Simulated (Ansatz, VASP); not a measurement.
**One calculation of Ta2Si, two programs**

The input INCAR:

```
ALGO = Fast ; EDIFF = 1E-7
ENCUT = 520 ; GGA = PS
ISIF = 2 ; ISMEAR = 1
LASPH = T ; LCHARG = T
LELF = T ; LREAL = F
LVHAR = T ; LWAVE = F
NBANDS = 35 ; NELM = 80
PREC = Accurate ; SIGMA = 0.1
```

Contents of KPOINTS:

```
k-points
0
Gamma
  10 10 10
```

POSCAR

```
Ta2Si
1.0
   -3.0877629443      3.0877629443      2.5236412193
    3.0877629443     -3.0877629443      2.5236412193
    3.0877629443      3.0877629443     -2.5236412193
Ta Si
4 2
Direct
    0.6635932100      0.8364067900      0.5000000000
    0.8364067900      0.3364067900      0.1728135800
    0.3364067900      0.1635932100      0.5000000000
    0.1635932100      0.6635932100      0.8271864200
    0.2500000000      0.2500000000      0.0000000000
    0.7500000000      0.7500000000      0.0000000000
```

Input for Ansatz:

```yaml
crystal:
  lattice:
    - [-3.0877629443, 3.0877629443, 2.5236412193]
    - [3.0877629443, -3.0877629443, 2.5236412193]
    - [3.0877629443, 3.0877629443, -2.5236412193]
  atoms:
    - { symbol: Ta, position: [0.66359321, 0.83640679, 0.5] }
    - { symbol: Ta, position: [0.83640679, 0.33640679, 0.17281358] }
    - { symbol: Ta, position: [0.33640679, 0.16359321, 0.5] }
    - { symbol: Ta, position: [0.16359321, 0.66359321, 0.82718642] }
    - { symbol: Si, position: [0.25, 0.25, 0.0] }
    - { symbol: Si, position: [0.75, 0.75, 0.0] }
basis:
  ecutwfc: 420
kpoints:
  mp_grid: { grid: [10, 10, 10] }
hamiltonian:
  xc: pbesol
scf:
  occupations: { method: cold, width: 0.1 }
output:
  forces: true
  stress: true
  eigenvalues: true
```

Alike in both runs: task single point; functional PBEsol; k mesh 10 × 10 × 10; no spin polarisation.

```csv
,VASP,Ansatz
version,VASP 6.6.1,Ansatz 0.2.0
potentials or method,"VASP PAW PBE potentials, release 64 (Ta_pv, Si), cutoff 520 eV","scalar-relativistic, plane waves, PAW"
occupations,"methfessel-paxton of order 1, width 0.1 eV","cold, width 0.1 eV"
valence electrons in the cell,52,60
```

VASP gave:

```
gap on the k mesh at the Fermi level (eV)                     : none
pressure (GPa)                                                : -2.9
traceless stress, the component that is largest in VASP (GPa) : 0.65
rms of the force components (eV/Å)                            : 0.029
```

Question: Estimate Ansatz's values.

Answer: gap on the k mesh at the Fermi level (eV): none; pressure (GPa): -3.1; traceless stress, the component that is largest in VASP (GPa): 0.71; rms of the force components (eV/Å): 0.025.

VASP's potentials were made for PBE, not for PBEsol. Atom by atom the forces differ by 0.003 eV/Å (rms over components). A gap of «none» marks a metal or a gap that the smearing closes. VASP's potentials hold 52 valence electrons a cell and Ansatz's 60, so a difference there can come from the potentials and not from the codes.

Neither program's run includes spin-orbit coupling.
